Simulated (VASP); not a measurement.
# CdSe (P6_3mc) in VASP: further runs, part 2 of 2

VASP 6.6.1. The steps go on from the part before.

## 3. Single point, LDA, non-collinear spin, zero start, spin-orbit coupling

INCAR reads:

```
SYSTEM = CdSe
PREC     = Accurate       ! precision mode
ENCUT    = 520            ! plane-wave cutoff, eV
EDIFF    = 1E-6           ! SCF threshold, eV
ISMEAR   = -1             ! smearing method
SIGMA    = 0.05           ! smearing width, eV
LREAL    = .FALSE.        ! projectors in reciprocal space
LASPH    = .TRUE.         ! aspherical terms in the spheres
NELM     = 150            ! most SCF steps
ALGO     = Normal         ! electronic algorithm
ISIF     = 2              ! what is computed and relaxed
LWAVE    = .FALSE.        ! write WAVECAR
LCHARG   = .FALSE.        ! write CHGCAR
MAGMOM   = 0 0 0 0 0 0 0 0 0 0 0 0 ! initial moments
LORBIT   = 11             ! projections on sites
LSORBIT  = .TRUE.         ! spin-orbit coupling
GGA_COMPAT= .FALSE.      
LORBMOM  = .TRUE.       
NBANDS   = 50             ! bands
```

KPOINTS reads:

```
regular mesh
0
G
  7 7 4
  0 0 0
```

POSCAR reads:

```
CdSe
1.0
    4.3000000000      0.0000000000      0.0000000000
   -2.1500000000      3.7239092363      0.0000000000
    0.0000000000      0.0000000000      7.0200000000
Cd Se
2 2
Direct
    0.6666666667      0.3333333333      0.5000000000
    0.3333333333      0.6666666667      0.0000000000
    0.6666666667      0.3333333333      0.8850000000
    0.3333333333      0.6666666667      0.3850000000
```

Potentials or basis: VASP PAW LDA potentials, release 64 (Cd, Se).

Launch:

```sh
cat potpaw_LDA.64/Cd/POTCAR potpaw_LDA.64/Se/POTCAR > POTCAR
mpirun -np 1 vasp_ncl > vasp.out
```

OUTCAR:

```text
SYSTEM = CdSe
   PREC = Accurate
   ENCUT = 520
   EDIFF = 1E-6
   ISMEAR = -1
   LREAL = .FALSE.
   LASPH = .TRUE.
   NELM = 150
   ISIF = 2
   LORBIT = 11
   LSORBIT = .TRUE.

 ion  position               nearest neighbor table
   1  0.667  0.333  0.500-   4 2.61   4 2.61   4 2.61   3 2.70
   2  0.333  0.667  0.000-   3 2.61   3 2.61   3 2.61   4 2.70
   3  0.667  0.333  0.885-   2 2.61   2 2.61   2 2.61   1 2.70
   4  0.333  0.667  0.385-   1 2.61   1 2.61   1 2.61   2 2.70

  LATTYP: Found a hexagonal cell.
 ALAT       =     4.3000000000
 C/A-ratio  =     1.6325581395

  Lattice vectors:

 A1 = (   4.3000000000,   0.0000000000,   0.0000000000)
 A2 = (  -2.1500000000,   3.7239092363,   0.0000000000)
 A3 = (   0.0000000000,   0.0000000000,   7.0200000000)

Analysis of symmetry for initial positions (statically):
=====================================================================
 Subroutine PRICEL returns:
 Original cell was already a primitive cell.

 Routine SETGRP: Setting up the symmetry group for a
 hexagonal supercell.

 Subroutine GETGRP returns: Found 12 space group operations
 (whereof  6 operations were pure point group operations)
 out of a pool of 24 trial point group operations.

The static configuration has the point symmetry C_3v.
 The point group associated with its full space group is C_6v.

Analysis of symmetry for dynamics (positions and initial velocities):
[... 1500 lines left out ...]
     0.0000000     0.0000000     0.0000000     0.0000000     0.0000000     0.0000000     0.0000000
[... 49 lines left out ...]
 l=   2
     0.0000000    -0.0000010     0.0000000    -0.0000010    -0.0000083
    -0.0000010     0.0000000    -0.0000054    -0.0000001    -0.0000010
     0.0000000    -0.0000054     0.0000000    -0.0000054     0.0000000
    -0.0000010    -0.0000001    -0.0000054     0.0000000    -0.0000010
    -0.0000083    -0.0000010     0.0000000    -0.0000010     0.0000000
 l=   3
     0.0000000     0.0000000     0.0000000     0.0000000     0.0000000     0.0000000     0.0000000
     0.0000000     0.0000000     0.0000000     0.0000000     0.0000000     0.0000000     0.0000000
     0.0000000     0.0000000     0.0000000     0.0000000     0.0000000     0.0000000     0.0000000
     0.0000000     0.0000000     0.0000000     0.0000000     0.0000000     0.0000000     0.0000000
     0.0000000     0.0000000     0.0000000     0.0000000     0.0000000     0.0000000     0.0000000
     0.0000000     0.0000000     0.0000000     0.0000000     0.0000000     0.0000000     0.0000000
     0.0000000     0.0000000     0.0000000     0.0000000     0.0000000     0.0000000     0.0000000

 total charge

# of ion       s       p       d       tot
------------------------------------------
    1        0.459   0.320   9.544  10.323
    2        0.459   0.320   9.544  10.323
    3        1.450   2.377   0.023   3.850
    4        1.450   2.377   0.023   3.850
--------------------------------------------------
tot          3.817   5.395  19.134  28.346

 magnetization (x)

# of ion       s       p       d       tot
------------------------------------------
    1        0.000   0.000   0.000   0.000
    2       -0.000   0.000   0.000  -0.000
    3        0.000  -0.000   0.000  -0.000
    4        0.000   0.000   0.000   0.000
--------------------------------------------------
tot         -0.000   0.000   0.000   0.000

 magnetization (y)

# of ion       s       p       d       tot
------------------------------------------
    1        0.000  -0.000   0.000  -0.000
    2        0.000   0.000  -0.000   0.000
    3        0.000   0.000   0.000   0.000
    4        0.000   0.000   0.000   0.000
--------------------------------------------------
tot          0.000  -0.000  -0.000  -0.000

 magnetization (z)

# of ion       s       p       d       tot
------------------------------------------
    1        0.000   0.000   0.000   0.000
    2        0.000   0.000  -0.000   0.000
    3       -0.000  -0.000   0.000  -0.000
    4       -0.000  -0.000   0.000  -0.000
--------------------------------------------------
tot          0.000   0.000   0.000   0.000
```

OSZICAR:

```text
N       E                     dE             d eps       ncg     rms          rms(c)
DAV:   1     0.254673390556E+03    0.25467E+03   -0.16854E+04  3200   0.130E+03
DAV:   2     0.194738830941E+01   -0.25273E+03   -0.24339E+03  3560   0.332E+02
DAV:   3    -0.141487379547E+02   -0.16096E+02   -0.15979E+02  3726   0.825E+01
DAV:   4    -0.143363873245E+02   -0.18765E+00   -0.18740E+00  3622   0.825E+00
DAV:   5    -0.143378105514E+02   -0.14232E-02   -0.14229E-02  3638   0.661E-01    0.907E+00
DAV:   6    -0.136385982719E+02    0.69921E+00   -0.12101E+00  3864   0.118E+01    0.699E+00
DAV:   7    -0.135981020003E+02    0.40496E-01   -0.51458E-01  3462   0.386E+00    0.265E+00
DAV:   8    -0.135891366326E+02    0.89654E-02   -0.63786E-02  3468   0.258E+00    0.740E-01
DAV:   9    -0.135885799491E+02    0.55668E-03   -0.38862E-03  3624   0.580E-01    0.210E-01
DAV:  10    -0.135884079392E+02    0.17201E-03   -0.15760E-03  3564   0.423E-01    0.602E-02
DAV:  11    -0.135883814557E+02    0.26484E-04   -0.40696E-04  3562   0.244E-01    0.483E-02
DAV:  12    -0.135883769927E+02    0.44630E-05   -0.30333E-05  3406   0.405E-02    0.920E-03
DAV:  13    -0.135883746835E+02    0.23091E-05   -0.93137E-06  3520   0.238E-02    0.471E-03
DAV:  14    -0.135883748153E+02   -0.13178E-06   -0.11047E-06  2574   0.719E-03
   1 F= -.13588375E+02 E0= -.13588257E+02  d E =-.234830E-03  mag=    -0.0000     0.0000     0.0000
```

stdout:

```text
POSCAR found type information on POSCAR CdSe
 POSCAR found :  2 types and       4 ions
 scaLAPACK will be used
 LDA part: xc-table for (Slater(with rela. corr.)+CA(PZ))
 , standard interpolation
 POSCAR, INCAR and KPOINTS ok, starting setup
 FFT: planning ... GRIDC
 FFT: planning ... GRID_SOFT
 FFT: planning ... GRID
 WAVECAR not read
 entering main loop
```

It took 3.1 min on 1 thread of Intel Xeon 6975P-C (Granite Rapids), shared host; peak memory 0.48 GiB.

Results:

| Property | Result |
| --- | --- |
| Free energy | -13.5884 eV |
| Pressure | -1.4 GPa |
| Largest force | 0.265 eV/Å |
| Net moment | 0.00 μB per cell |
| Valence electrons inside the program's atomic spheres | Cd 10.32; Se 3.85 |

Forces on the atoms (eV/Å):
```
Cd   0.000  0.000  0.265
Cd   0.000  0.000  0.265
Se   0.000  0.000 -0.265
Se   0.000  0.000 -0.265
```

Stress tensor (GPa, compression positive):
```
-0.83  0.00  0.00
 0.00 -0.83  0.00
 0.00  0.00 -2.51
```

Moments on the atoms (μB; x, y, z):
```
Cd  0.00 0.00 0.00
Cd  0.00 0.00 0.00
Se  0.00 0.00 0.00
Se  0.00 0.00 0.00
```

## 4. Single point, B3LYP5

POSCAR is that of step 3.

INCAR.step1 reads:

```
SYSTEM = CdSe
ALGO = Normal
EDIFF = 1E-5
ENCUT = 520
GGA = PE
ISIF = 2
ISMEAR = -1
LASPH = .TRUE.
LCHARG = .FALSE.
LREAL = .FALSE.
LUSENCCL = .FALSE.
LWAVE = .TRUE.
NBANDS = 26
NELM = 100
PREC = Accurate
SIGMA = 0.05
```

INCAR.step2 reads:

```
SYSTEM = CdSe
AEXX = 0.2
AGGAC = 0.81
AGGAX = 0.72
ALDAC = 0.19
ALGO = Normal
EDIFF = 1E-6
ENCUT = 520
GGA = B5
ISIF = 2
ISMEAR = -1
ISTART = 1
LASPH = .TRUE.
LCHARG = .FALSE.
LHFCALC = .TRUE.
LREAL = .FALSE.
LUSENCCL = .FALSE.
LWAVE = .FALSE.
NBANDS = 26
NELM = 100
PREC = Accurate
PRECFOCK = Normal
SIGMA = 0.05
```

KPOINTS reads:

```
k-points
0
G
  4 4 2
  0 0 0
```

Potentials or basis: VASP PAW PBE potentials, release 64 (Cd, Se).

Launch:

```sh
cat potpaw_PBE.64/Cd/POTCAR potpaw_PBE.64/Se/POTCAR > POTCAR
cp INCAR.step1 INCAR
mpirun -np 1 vasp_std > vasp.out
cp INCAR.step2 INCAR
mpirun -np 1 vasp_std > vasp.out
```

Run time: 8.6 min. Hardware: 1 × NVIDIA H100 80GB with 1 thread of AMD EPYC 7R13 (Zen 3), shared host; peak memory 1.3 GiB.

Results (log left out):

| Quantity | Value |
| --- | --- |
| Free energy | -12.1807 eV |
| Pressure | 4.6 GPa |
| Largest force | 0.324 eV/Å |
| Band gap on the k mesh | 1.95 eV |

Forces in eV/Å, atoms in the order of the input:
```
Cd   0.000  0.000  0.324
Cd   0.000  0.000  0.324
Se   0.000  0.000 -0.324
Se   0.000  0.000 -0.324
```

Stress tensor (GPa, compression positive):
```
5.44 0.00 0.00
0.00 5.44 0.00
0.00 0.00 3.05
```

Levels at points of the mesh, in eV from the valence-band top:
```csv
k point,band 15,band 16,band 17,band 18,band 19,band 20,band 21,band 22
"(0.00, 0.00, 0.00)",-0.76,-0.01,0.00,0.00,1.95,3.44,7.29,7.29
"(0.50, 0.00, 0.00)",-2.71,-1.97,-1.29,-0.88,4.59,4.64,6.15,7.66
"(0.00, 0.00, 0.50)",-0.40,-0.40,-0.40,-0.40,3.64,3.64,7.28,7.28
"(0.50, 0.00, 0.50)",-1.46,-1.46,-1.36,-1.36,4.31,4.31,6.18,6.18
```

Caveat: the k points lie up to 0.45 Å⁻¹ apart; the PAW data sets were made with another functional, which shifts forces and pressure a little.

## 5. Single point, B3LYP5

This run uses another cell than the first one, of 30.46 Å³/atom.

POSCAR reads:

```
CdSe
1.0
    4.4199770572      0.0000000000      0.0000000000
   -2.2099885286      3.8278124157      0.0000000000
    0.0000000000      0.0000000000      7.2018614715
Cd Se
2 2
Direct
    0.6666666667      0.3333333333      0.5047517509
    0.3333333333      0.6666666667      0.0047517509
    0.6666666667      0.3333333333      0.8802482491
    0.3333333333      0.6666666667      0.3802482491
```

INCAR.step1 reads:

```
PREC = Accurate
ENCUT = 520
EDIFF = 1E-5
ISMEAR = -1
SIGMA = 0.05
LREAL = F
LASPH = T
NELM = 60
ALGO = Normal
ISIF = 2
LWAVE = T
LCHARG = F
NBANDS = 26
GGA = PE
LUSENCCL = F
```

INCAR.step2 reads:

```
PREC = Accurate
ENCUT = 520
EDIFF = 1E-6
ISMEAR = -1
SIGMA = 0.05
LREAL = F
LASPH = T
NELM = 60
ALGO = Normal
ISIF = 2
LWAVE = F
LCHARG = F
GGA = B5
LHFCALC = T
AEXX = 0.2
AGGAX = 0.72
AGGAC = 0.81
ALDAC = 0.19
PRECFOCK = Normal
NBANDS = 26
ISTART = 1
LUSENCCL = F
```

KPOINTS reads:

```
regular mesh
0
Gamma
  4 4 2
```

Launch:

```sh
cat potpaw_PBE.64/Cd/POTCAR potpaw_PBE.64/Se/POTCAR > POTCAR
cp INCAR.step1 INCAR
mpirun -np 1 vasp_std > vasp.out
cp INCAR.step2 INCAR
mpirun -np 1 vasp_std > vasp.out
```

Run time: 8.7 min. Hardware: 1 × NVIDIA H100 80GB with 1 thread of AMD EPYC 7R13 (Zen 3), shared host; peak memory 1.3 GiB.

Results (log left out):

```yaml
Free_energy: -12.3350 eV
Pressure: 0.1 GPa
Band_gap_on_the_k_mesh: 1.69 eV
```

Levels at points of the mesh, in eV from the valence-band top:
```tsv
k point	band 16	band 17	band 18	band 19	band 20	band 21
(0.00, 0.00, 0.00)	-0.04	0.00	0.00	1.69	3.39	7.22
(0.50, 0.00, 0.00)	-1.71	-1.20	-0.69	4.36	4.61	6.10
(0.00, 0.00, 0.50)	-0.37	-0.37	-0.37	3.47	3.47	7.14
(0.50, 0.00, 0.50)	-1.25	-1.24	-1.24	4.16	4.16	6.19
```

Caveat: the k points lie up to 0.44 Å⁻¹ apart; the PAW data sets were made with another functional, which shifts forces and pressure a little.

## 6. The runs side by side

```csv
task,level,potentials or basis,spin,cell,k mesh,cutoff (eV),grid for exact exchange (PRECFOCK),share of exact exchange,gap on the mesh (eV),pressure (GPa),largest force (eV/Å)
relaxation of cell and atoms,RPBE,"VASP PAW PBE potentials, release 64 (Cd, Se)",off,"relaxed from a = 4.300, b = 4.300, c = 7.020 Å, angles 90.0, 90.0, 120.0°, 4 atoms, atomic positions A",7 × 7 × 4,600,-,-,0.61,0.0,-
single point,LDA,"VASP PAW LDA potentials, release 64 (Cd, Se)","non-collinear, zero start, SOC","a = 4.300, b = 4.300, c = 7.020 Å, angles 90.0, 90.0, 120.0°, 4 atoms, atomic positions A",7 × 7 × 4,520,-,-,-,-1.4,0.27
single point,B3LYP5,"VASP PAW PBE potentials, release 64 (Cd, Se)",off,"a = 4.300, b = 4.300, c = 7.020 Å, angles 90.0, 90.0, 120.0°, 4 atoms, atomic positions A",4 × 4 × 2,520,Normal,0.2,1.95,4.6,0.32
single point,B3LYP5,"VASP PAW PBE potentials, release 64 (Cd, Se)",off,"a = 4.420, b = 4.420, c = 7.202 Å, angles 90.0, 90.0, 120.0°, 4 atoms, atomic positions B",4 × 4 × 2,520,Normal,0.2,1.69,0.1,-
```

Alike in all rows: smearing fermi-dirac 0.05 eV.

Caveats: some runs use coarse meshes; the PAW data sets were made with another functional, which shifts forces and pressure a little (at least some runs).

Absolute energies hang on the potentials; compare differences alone.
